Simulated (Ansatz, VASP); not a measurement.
Ta in VASP and in Ansatz

The input INCAR:

```
SYSTEM = Ta
  PREC = Accurate
  ENCUT = 520
  EDIFF = 1E-7
  ISMEAR = -1
  SIGMA = 0.15
  LREAL = .FALSE.
  LASPH = .TRUE.
  NELM = 60
  ALGO = Normal
  ISIF = 2
  LWAVE = .FALSE.
  LCHARG = .FALSE.
  GGA = PE
  NBANDS = 12
```

Contents of KPOINTS:

```
regular mesh
0
G
  20 20 20
  0 0 0
```

The input POSCAR:

```
Ta
1.0
   -1.6497664491      1.6497664491      1.6497664491
    1.6497664491     -1.6497664491      1.6497664491
    1.6497664491      1.6497664491     -1.6497664491
Ta
1
Direct
    0.0000000000      0.0000000000      0.0000000000
```

Input for Ansatz:

```yaml
crystal:
  lattice:
    - [-1.6497664491, 1.6497664491, 1.6497664491]
    - [1.6497664491, -1.6497664491, 1.6497664491]
    - [1.6497664491, 1.6497664491, -1.6497664491]
  atoms:
    - { symbol: Ta, position: [0.0, 0.0, 0.0] }
basis:
  ecutwfc: 420
kpoints:
  mp_grid: { grid: [20, 20, 20] }
hamiltonian:
  xc: pbe
scf:
  occupations: { method: fermi_dirac, width: 0.15 }
output:
  forces: true
  stress: true
  eigenvalues: true
```

Alike in both runs: task single point; functional PBE; k mesh 20 × 20 × 20; occupations fermi-dirac, width 0.15 eV; no spin polarisation.

|  | VASP | Ansatz |
| --- | --- | --- |
| version | VASP 6.6.1 | Ansatz 0.2.0 |
| potentials or method | VASP PAW PBE potentials, release 64 (Ta_pv), cutoff 520 eV | scalar-relativistic, plane waves, PAW |
| valence electrons in the cell | 11 | 13 |

```tsv
	VASP	Ansatz	Ansatz less VASP
gap on the k mesh at the Fermi level (eV)	none	none	-
pressure (GPa)	4.2	4.1	-0.12
```

A gap of «none» marks a metal or a gap that the smearing closes. VASP's potentials hold 11 valence electrons a cell and Ansatz's 13, so a difference there can come from the potentials and not from the codes.

Neither program's run includes spin-orbit coupling.
